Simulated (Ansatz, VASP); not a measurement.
# Two plane-wave programs on Al2Si

File INCAR:

```
SYSTEM = Al2Si
PREC     = Accurate       ! precision mode
ENCUT    = 520            ! plane-wave cutoff, eV
EDIFF    = 1E-7           ! SCF threshold, eV
ISMEAR   = 0              ! smearing method
SIGMA    = 0.1            ! smearing width, eV
LREAL    = .FALSE.        ! projectors in reciprocal space
LASPH    = .TRUE.         ! aspherical terms in the spheres
NELM     = 100            ! most SCF steps
ALGO     = Normal         ! electronic algorithm
ISIF     = 2              ! what is computed and relaxed
LWAVE    = .FALSE.        ! write WAVECAR
LCHARG   = .FALSE.        ! write CHGCAR
GGA      = PE             ! functional
NBANDS   = 19             ! bands
```

File KPOINTS:

```
Automatic mesh
0
G
  4 4 4
  0 0 0
```

The input POSCAR:

```
Al2Si
1.0
    4.6067010000      0.0000000000      0.0000000000
    0.0000000000      4.6067010000      0.0000000000
    0.0000000000      0.0000000000      4.4932851900
Al Si
4 2
Direct
    0.2821082700      0.5000000000      0.0000000000
    0.7178917300      0.5000000000      0.0000000000
    0.5000000000      0.2821082700      0.5000000000
    0.5000000000      0.7178917300      0.5000000000
    0.0000000000      0.5000000000      0.5000000000
    0.5000000000      0.0000000000      0.0000000000
```

Input for Ansatz:

```yaml
crystal:
  lattice:
    - [4.606701, 0.0, 0.0]
    - [0.0, 4.606701, 0.0]
    - [0.0, 0.0, 4.49328519]
  atoms:
    - { symbol: Al, position: [0.28210827, 0.5, 0.0] }
    - { symbol: Al, position: [0.71789173, 0.5, 0.0] }
    - { symbol: Al, position: [0.5, 0.28210827, 0.5] }
    - { symbol: Al, position: [0.5, 0.71789173, 0.5] }
    - { symbol: Si, position: [0.0, 0.5, 0.5] }
    - { symbol: Si, position: [0.5, 0.0, 0.0] }
basis:
  ecutwfc: 420
kpoints:
  mp_grid: { grid: [4, 4, 4] }
hamiltonian:
  xc: pbe
scf:
  occupations: { method: gaussian, width: 0.1 }
  lower_state_search: "off"
output:
  forces: true
  stress: true
  eigenvalues: true
```

Alike in both runs: task single point; functional PBE; k mesh 4 × 4 × 4; occupations gaussian, width 0.1 eV; no spin polarisation.

```csv
,VASP,Ansatz
version,VASP 6.6.1,Ansatz 0.2.0
potentials or method,"VASP PAW PBE potentials, release 64 (Al, Si), cutoff 520 eV","scalar-relativistic, plane waves, PAW"
valence electrons in the cell,20,20
```

|  | VASP | Ansatz | Ansatz less VASP |
| --- | --- | --- | --- |
| gap on the k mesh at the Fermi level (eV) | none | none | - |
| rms of the force components (eV/Å) | 3.651 | 3.650 | -0.0006 |

Atom by atom the forces differ by 0.001 eV/Å (rms over components). A gap of «none» marks a metal or a gap that the smearing closes.
